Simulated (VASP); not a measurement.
Zr:

```
Zr
1.0
     3.23200    0.00000    0.00000
    -1.61600    2.79899    0.00000
     0.00000    0.00000    5.14700
Zr
2
Direct
  0.66667 0.33333 0.75000
  0.33333 0.66667 0.25000
```

| Quantity | Value |
| --- | --- |
| Program | VASP 6.6.1 |
| Task | relaxation of cell and atoms |
| Functional | BLYP |
| Dispersion | D3(BJ) |
| Potentials or basis | VASP PAW PBE potentials, release 64 (Zr_sv) |
| Cutoff | 600 eV |
| k mesh | 9 × 9 × 5 |
| Occupations | fermi-dirac, width 0.05 eV |
| Spin | no spin polarisation |

At the start: pressure -5.6 GPa; volume 23.28 Å³/atom.

**Question.** How do energy, volume and symmetry change on relaxing?

**Answer.** Over 6 steps the energy falls by 27.2 meV/atom and the volume is 21.83 Å³/atom (-6.2 %); space group P6_3/mmc (No. 194, to 0.05 Å).

The path:
| step | energy change (eV) | largest force (eV/Å) | pressure (GPa) | volume (Å³) |
| --- | --- | --- | --- | --- |
| 1 | 0.0000 | 0.0000 | -5.64 | 46.56 |
| 2 | -0.0056 | 0.0000 | 6.39 | 41.26 |
| 3 | -0.0523 | 0.0000 | 0.00 | 43.75 |
| 4 | -0.0523 | 0.0000 | 0.13 | 43.70 |
| 5 | -0.0540 | 0.0000 | 0.07 | 43.68 |
| 6 | -0.0545 | 0.0000 | 0.03 | 43.66 |

Final structure:
```
CELL_PARAMETERS angstrom
3.14250 0.00000 0.00000
-1.57125 2.72148 0.00000
0.00000 0.00000 5.10563
ATOMIC_POSITIONS crystal
Zr 0.66667 0.33333 0.75000
Zr 0.33333 0.66667 0.25000
```

Caveat: the PAW data sets were made with another functional, which shifts forces and pressure a little; pairwise dispersion overbinds metals, which lowers pressure and volume.
